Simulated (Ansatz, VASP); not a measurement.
## MgB2: VASP beside Ansatz

INCAR

```
PREC     = Accurate       # precision mode
ENCUT    = 520            # plane-wave cutoff, eV
EDIFF    = 1E-7           # SCF threshold, eV
ISMEAR   = -1             # smearing method
SIGMA    = 0.05           # smearing width, eV
LREAL    = False          # projectors in reciprocal space
LASPH    = True           # aspherical terms in the spheres
NELM     = 100            # most SCF steps
ALGO     = Normal         # electronic algorithm
ISIF     = 2              # what is computed and relaxed
LWAVE    = False          # write WAVECAR
LCHARG   = False          # write CHGCAR
GGA      = CA             # functional
NBANDS   = 11             # bands
```

Contents of KPOINTS:

```
regular mesh
0
Gamma
  12 12 9
```

POSCAR

```
MgB2
1.0
    3.1255974756      0.0000000000      0.0000000000
   -1.5627987378      2.7068468159      0.0000000000
    0.0000000000      0.0000000000      3.5693605797
Mg B
1 2
Direct
    0.0000000000      0.0000000000      0.0000000000
    0.3333333333      0.6666666667      0.5000000000
    0.6666666667      0.3333333333      0.5000000000
```

Input for Ansatz:

```yaml
crystal:
  lattice:
    - [3.1255974756, 0.0, 0.0]
    - [-1.5627987378, 2.7068468159, 0.0]
    - [0.0, 0.0, 3.5693605797]
  atoms:
    - { symbol: Mg, position: [0.0, 0.0, 0.0] }
    - { symbol: B, position: [0.3333333333, 0.6666666667, 0.5] }
    - { symbol: B, position: [0.6666666667, 0.3333333333, 0.5] }
kpoints:
  mp_grid: { grid: [12, 12, 9] }
  band_path:
    path:
      - [0.0, 0.0, 0.0]
      - [0.5, 0.0, 0.0]
      - [0.3333333333, 0.3333333333, 0.0]
      - [0.0, 0.0, 0.0]
      - [0.0, 0.0, 0.5]
      - [0.5, 0.0, 0.5]
      - [0.3333333333, 0.3333333333, 0.5]
      - [0.0, 0.0, 0.5]
      - [0.5, 0.0, 0.5]
    npoints: 5
scf:
  occupations: { method: fermi_dirac, width: 0.05 }
hamiltonian:
  xc: lda
  pseudopotentials: { kind: all_electron, lapw: { basis_error: 0.0005 } }
output:
  forces: true
  stress: true
  eigenvalues: true
```

Change from the starting cell: volume scaled by 1.04.

Alike in both runs: task single point; functional LDA; k mesh 12 × 12 × 9; occupations fermi-dirac, width 0.05 eV; no spin polarisation.

```csv
,VASP,Ansatz
version,VASP 6.6.1,Ansatz 0.2.0
potentials or method,"VASP PAW LDA potentials, release 64 (Mg, B), cutoff 520 eV","all-electron LAPW, scalar-relativistic"
```

VASP gave:

* pressure (GPa): -13.1
* traceless stress, the component that is largest in VASP (GPa): 2.27

Problem. Estimate Ansatz's values.

Solution. Pressure (GPa): -12.6; traceless stress, the component that is largest in VASP (GPa): 2.40.

LDA's correlation is that of Perdew and Zunger in VASP and of Perdew and Wang (1992) in Ansatz. Ansatz ran all-electron here, and VASP with PAW potentials.
